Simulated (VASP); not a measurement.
# Pt (Fm-3m) in VASP: a series of runs

The runs below take Pt through single point, with PBEsol.

Program: VASP 6.6.1. These are calculated values, not measurements. Logs are shortened: lines on timing, memory, paths and dates and some standing lists are left out, and cuts for length are marked.

### 1 The cell of the first run

The structure is cubic, space group Fm-3m (No. 225). Conventional cell: a = 3.801 Å, b = 3.801 Å, c = 3.801 Å, α = 90.00°, β = 90.00°, γ = 90.00°. Pt (site symmetry m-3m) has 12 Pt at 2.69 Å within 3.5 Å.

### 2 Single point, PBEsol (equal strain along all axes, cell held: -3.0 %)

INCAR

```
SYSTEM = Pt
  PREC = Accurate
  ENCUT = 520
  EDIFF = 1E-6
  ISMEAR = 0
  SIGMA = 0.1
  LREAL = .FALSE.
  LASPH = .TRUE.
  NELM = 80
  ALGO = Fast
  ISIF = 2
  LWAVE = .FALSE.
  LCHARG = .FALSE.
  GGA = PS
  NBANDS = 17
```

KPOINTS

```
regular mesh
0
G
  18 18 14
  0 0 0
```

POSCAR

```
Pt
1.0
    1.9002594351      1.9002594351      0.0000000000
   -1.9002594351      1.9002594351      0.0000000000
    0.0000000000      0.0000000000      3.8005188703
Pt
2
Direct
    0.0000000000      0.0000000000      0.0000000000
    0.5000000000      0.5000000000      0.5000000000
```

Potentials or basis: VASP PAW PBE potentials, release 64 (Pt).

Launch:

```
$ cat potpaw_PBE.64/Pt/POTCAR > POTCAR
$ mpirun -np 1 vasp_std > vasp.out
```

OUTCAR:

```text
SYSTEM = Pt
   PREC = Accurate
   ENCUT = 520
   EDIFF = 1E-6
   ISMEAR = 0
   LREAL = .FALSE.
   LASPH = .TRUE.
   NELM = 80
   ISIF = 2
   GGA = PS

 ion  position               nearest neighbor table
   1  0.000  0.000  0.000-   2 2.69   2 2.69   2 2.69   2 2.69   2 2.69   2 2.69   2 2.69   2 2.69

   2  0.500  0.500  0.500-   1 2.69   1 2.69   1 2.69   1 2.69   1 2.69   1 2.69   1 2.69   1 2.69

  LATTYP: Found a simple tetragonal cell.
 ALAT       =     2.6873726651
 C/A-ratio  =     1.4142135624

  Lattice vectors:

 A1 = (   1.9002594351,   1.9002594351,   0.0000000000)
 A2 = (  -1.9002594351,   1.9002594351,   0.0000000000)
 A3 = (   0.0000000000,   0.0000000000,   3.8005188703)

Analysis of symmetry for initial positions (statically):
=====================================================================
 Subroutine PRICEL returns following result:

  LATTYP: Found a face centered cubic cell.
 ALAT       =     3.8005188702

  Lattice vectors:

 A1 = (   0.0000000000,  -1.9002594351,  -1.9002594351)
 A2 = (   1.9002594351,   0.0000000000,  -1.9002594352)
 A3 = (   1.9002594351,  -1.9002594351,   0.0000000000)

   2 primitive cells build up your supercell.

 Routine SETGRP: Setting up the symmetry group for a
 simple tetragonal supercell.

 Subroutine GETGRP returns: Found 16 space group operations
 (whereof 16 operations were pure point group operations)
 out of a pool of 16 trial point group operations.

The static configuration has the point symmetry D_4h.

Analysis of symmetry for dynamics (positions and initial velocities):
=====================================================================
 Subroutine PRICEL returns following result:

  LATTYP: Found a face centered cubic cell.
 ALAT       =     3.8005188702

  Lattice vectors:

 A1 = (   0.0000000000,  -1.9002594351,  -1.9002594351)
 A2 = (   1.9002594351,   0.0000000000,  -1.9002594352)
 A3 = (   1.9002594351,  -1.9002594351,   0.0000000000)

   2 primitive cells build up your supercell.

 Routine SETGRP: Setting up the symmetry group for a
 simple tetragonal supercell.

 Subroutine GETGRP returns: Found 16 space group operations
 (whereof 16 operations were pure point group operations)
 out of a pool of 16 trial point group operations.

The dynamic configuration has the point symmetry D_4h.

 Subroutine INISYM returns: Found 16 space group operations
 (whereof 16 operations are pure point group operations),
 and found     2 'primitive' translations

----------------------------------------------------------------------------------------

                                     Primitive cell

  volume of cell :      13.7236

  direct lattice vectors                    reciprocal lattice vectors
     0.000000000 -1.900259435 -1.900259435    -0.263121967 -0.263121967 -0.263121967
     1.900259435  0.000000000 -1.900259435     0.263121967  0.263121967 -0.263121967
     1.900259435 -1.900259435  0.000000000     0.263121967 -0.263121967  0.263121967

  length of vectors
     2.687372665  2.687372665  2.687372665     0.455740615  0.455740615  0.455740615

  position of ions in fractional coordinates (direct lattice)
     0.000000000  0.000000000  0.000000000

  ion indices of the primitive-cell ions
   primitive index   ion index
                 1           1

----------------------------------------------------------------------------------------

 KPOINTS: regular mesh

Automatic generation of k-mesh.
 Grid dimensions read from file:
 generate k-points for:   18   18   14

 Generating k-lattice:

  Cartesian coordinates                     Fractional coordinates (reciprocal lattice)
     0.014617887  0.014617887  0.000000000     0.055555556  0.000000000  0.000000000
    -0.014617887  0.014617887  0.000000000     0.000000000  0.055555556  0.000000000
     0.000000000  0.000000000  0.018794426     0.000000000  0.000000000  0.071428571

  Length of vectors
     0.020672814  0.020672814  0.018794426

  Shift w.r.t. Gamma in fractional coordinates (k-lattice)
     0.000000000  0.000000000  0.000000000

 Subroutine IBZKPT returns following result:
 ===========================================

 Found    440 irreducible k-points:

 Following reciprocal coordinates:
            Coordinates               Weight
  0.000000  0.000000  0.000000      1.000000
  0.055556  0.000000  0.000000      4.000000
  0.111111  0.000000  0.000000      4.000000
  0.166667  0.000000  0.000000      4.000000
  0.222222  0.000000  0.000000      4.000000
  0.277778  0.000000  0.000000      4.000000
[... 16 lines left out ...]
  0.277778  0.111111  0.000000      8.000000
  0.333333  0.111111  0.000000      8.000000
 [... further k-points ...]
   k-points           NKPTS =    440   k-points in BZ     NKDIM =    440   number of bands    NBANDS=     17
   number of dos      NEDOS =    301   number of ions     NIONS =      2
   total plane-waves  NPLWV =  11200
   dimension x,y,z NGX =    20 NGY =   20 NGZ =   28
   dimension x,y,z NGXF=    40 NGYF=   40 NGZF=   56
   ions per type =               2
   NGX,Y,Z   is equivalent  to a cutoff of  12.37, 12.37, 12.25 a.u.
   NGXF,Y,Z  is equivalent  to a cutoff of  24.74, 24.74, 24.50 a.u.
 SYSTEM =  Pt
   PREC   = accura    normal or accurate (medium, high low for compatibility)
   ISTART =      0    job   : 0-new  1-cont  2-samecut
   ICHARG =      2    charge: 1-file 2-atom 10-const
   ISPIN  =      1    spin polarized calculation?
   LNONCOLLINEAR =      F non collinear calculations
   LSORBIT =      F    spin-orbit coupling
   LASPH  =      T    aspherical Exc in radial PAW
   ENCUT  =  520.0 eV  38.22 Ry    6.18 a.u.   5.00  5.00  7.07*2*pi/ulx,y,z
   NELM   =     80;   NELMIN=  2; NELMDL= -5     # of ELM steps
   EDIFF  = 0.1E-05   stopping-criterion for ELM
   LREAL  =      F    real-space projection
   EDIFFG = 0.1E-04   stopping-criterion for IOM
   NSW    =      0    number of steps for IOM
   IBRION =     -1    ionic relax: 0-MD 1-quasi-New 2-CG
   NFREE  =      0    steps in history (QN), initial steepest desc. (CG)
   ISIF   =      2    stress and relaxation
   ISYM   =      2    0-nonsym 1-usesym 2-fastsym
   POTIM  = 0.5000    time-step for ionic-motion
   TEBEG  =    0.0;   TEEND  =   0.0 temperature during run
   PSTRESS=    0.0 pullay stress
   NELECT =      20.0000    total number of electrons
   NUPDOWN=      -1.0000    fix difference up-down
   EMIN   =  10.00;   EMAX   =-10.00  energy-range for DOS
   EFERMI =   0.00;   METHOD = LEGACY
   ISMEAR =     0;   SIGMA  =   0.10  broadening in eV -4-tet -1-fermi 0-gaus
   EFERMI_NEDOS =   21; number of points for ismear=-14 and -15
   IALGO  =     68    algorithm
   IMIX   =      4    mixing-type and parameters
     AMIX     =   0.40;   BMIX     =  1.00
     AMIX_MAG =   1.60;   BMIX_MAG =  1.00
  volume/ion in A,a.u.               =      13.72        92.61
  Fermi-wavevector in a.u.,A,eV,Ry     =   1.473167  2.783882 29.527643  2.170221
  Thomas-Fermi vector in A             =   2.588093
   LORBIT       =      0    0 simple, 1 ext, 2 COOP (PROOUT), +10 PAW based schemes
   GGA     = PS    functional components
   LHFCALC =     F    Hartree Fock is set to
   AEXX    =    0.0000 exact exchange contribution
   IVDW    =     0    specifies the selected vdW correction
   LEPSILON=     F    determine dielectric tensor
   LRPA    =     F    only Hartree local field effects (RPA)
 non-spin polarized calculation
 RMM-DIIS sequential band-by-band and
 Gauss-broadening in eV      SIGMA  =   0.10
  energy-cutoff  :      520.00
  volume of cell :       27.45
 maximum number of plane-waves:       760
 NGX is ok and might be reduce to    20
   NGX =  9   NGY =  9   NGZ = 15

 number of electron      19.9999997 magnetization

 Free energy of the ion-electron system (eV)
  ---------------------------------------------------
  ext. energy  EPLUGINS =         0.00000000
  ---------------------------------------------------
  free energy    TOTEN  =       -13.69049587 eV

  energy without entropy =      -13.67370107  energy(sigma->0) =      -13.68209847

 E-fermi :  13.0207     XC(G=0): -14.1913

 val. band max:       13.0171653146   @ k =   0.2778   0.1111   0.0714
 cond. band min:      13.0230362595   @ k =   0.4444   0.2222   0.2857
 fundamental gap:      0.0058709448
 Fermi energy:        13.0207179274

 k-point     1 :       0.0000    0.0000    0.0000
  band No.  band energies     occupation
      1       1.6044      2.00000
      2       4.7809      2.00000
      3       5.3006      2.00000
      4       8.5811      2.00000
      5       8.5811      2.00000
      6       8.5816      2.00000
[... 9 lines left out ...]
     16      27.3116      0.00000
     17      32.8162      0.00000

 k-point     2 :       0.0556    0.0000    0.0000
  band No.  band energies     occupation
      1       1.6961      2.00000
      2       4.8489      2.00000
      3       5.3624      2.00000
      4       8.5300      2.00000
      5       8.6152      2.00000
      6       8.6302      2.00000
[... 9 lines left out ...]
     16      27.4659      0.00000
     17      32.4008      0.00000

 k-point     3 :       0.1111    0.0000    0.0000
  band No.  band energies     occupation
      1       1.9660      2.00000
      2       5.0301      2.00000
      3       5.5599      2.00000
      4       8.3876      2.00000
      5       8.7169      2.00000
      6       8.7632      2.00000
[... 9 lines left out ...]
     16      27.9083      0.00000
     17      31.4517      0.00000

 k-point     4 :       0.1667    0.0000    0.0000
  band No.  band energies     occupation
      1       2.3989      2.00000
      2       5.2747      2.00000
      3       5.9084      2.00000
      4       8.1826      2.00000
      5       8.8843      2.00000
      6       8.9362      2.00000
[... 9 lines left out ...]
     16      28.5795      0.00000
     17      30.4038      0.00000
[... 343 lines left out ...]
      1       3.2943      2.00000
      2       5.8579      2.00000
      3       6.5285      2.00000
      4       7.6000      2.00000
      5       9.2829      2.00000
      6       9.3716      2.00000
[... 9 lines left out ...]
     16      29.9338      0.00000
     17      29.9714      0.00000

 k-point    23 :       0.2778    0.1111    0.0000
  band No.  band energies     occupation
      1       3.9389      2.00000
      2       6.1687      2.00000
      3       6.9553      2.00000
      4       7.3750      2.00000
      5       8.7248      2.00000
      6       9.1208      2.00000
[... 9 lines left out ...]
     16      28.9782      0.00000
     17      30.6327      0.00000

 k-point    24 :       0.3333    0.1111    0.0000
  band No.  band energies     occupation
      1       4.6321      2.00000
      2       6.5094      2.00000
      3       7.2006      2.00000
      4       7.2279      2.00000
      5       8.1736      2.00000
      6       8.8083      2.00000
[... 9 lines left out ...]
     16      28.5796      0.00000
     17      30.4748      0.00000

 [... further k-points ...]
[... 5 lines left out ...]
  --------------------------------------------------------------------------------------
  -------------------------------------------------------------------------------------
  Total        5.6763018      5.6763018      5.6529001      0.0000000      0.0000000     -0.0000000
  in kB      331.3426745    331.3426745    329.9766506      0.0000000      0.0000000     -0.0000000
  external PRESSURE =     330.8873332 kB  Pullay stress =       0.0000000 kB

 VOLUME and BASIS-vectors are now :
 -----------------------------------------------------------------------------
  energy-cutoff  :      520.00
  volume of cell :       27.45
      direct lattice vectors                 reciprocal lattice vectors
     1.900259435  1.900259435  0.000000000     0.263121967  0.263121967  0.000000000
    -1.900259435  1.900259435  0.000000000    -0.263121967  0.263121967  0.000000000
     0.000000000  0.000000000  3.800518870     0.000000000  0.000000000  0.263121967

 POSITION                                       TOTAL-FORCE (eV/Angst)
 -----------------------------------------------------------------------------------
      0.00000      0.00000      0.00000        -0.000000      0.000000      0.000000
      0.00000      1.90026      1.90026         0.000000     -0.000000     -0.000000
 -----------------------------------------------------------------------------------
    total drift:                               -0.000000      0.000000      0.000000

  FREE ENERGIE OF THE ION-ELECTRON SYSTEM (eV)
  ---------------------------------------------------
  free  energy   TOTEN  =       -13.6904958732 eV

  energy  without entropy=      -13.6737010704  energy(sigma->0) =      -13.68209847
```

It took 3.8 min on 1 thread of Intel Xeon 8259CL, shared host; peak memory 0.27 GiB.

Results:

* Free energy: -13.6905 eV
* Pressure: 33.1 GPa
* Band gap on the k mesh: zero (bands 10 and 11 overlap by 2.00 eV)

Levels at points of the mesh, in eV from the Fermi level:
```tsv
k point	band 8	band 9	band 10	band 11	band 12	band 13
(0.00, 0.00, 0.00)	-1.90	0.04	0.60	0.60	1.52	9.92
(0.50, 0.00, 0.00)	-3.03	-2.06	-2.06	2.10	2.10	11.35
(0.50, 0.50, 0.00)	0.60	0.60	0.60	1.52	1.52	9.92
(0.00, 0.00, 0.50)	-2.53	-2.53	-2.53	-1.00	-1.00	17.88
(0.50, 0.00, 0.50)	-0.95	0.06	0.06	0.06	0.06	6.57
(0.50, 0.50, 0.50)	-2.40	0.60	0.60	7.74	7.74	8.73
```

Caveat: the cell differs from its parent crystal (equal strain along all axes, cell held: -3.0 %); the cell stands under pressure; the PAW data sets were made with another functional, which shifts forces and pressure a little; spin-orbit coupling is left out, which moves the levels of the heavy elements.

(Continued in part 2 of 3.)
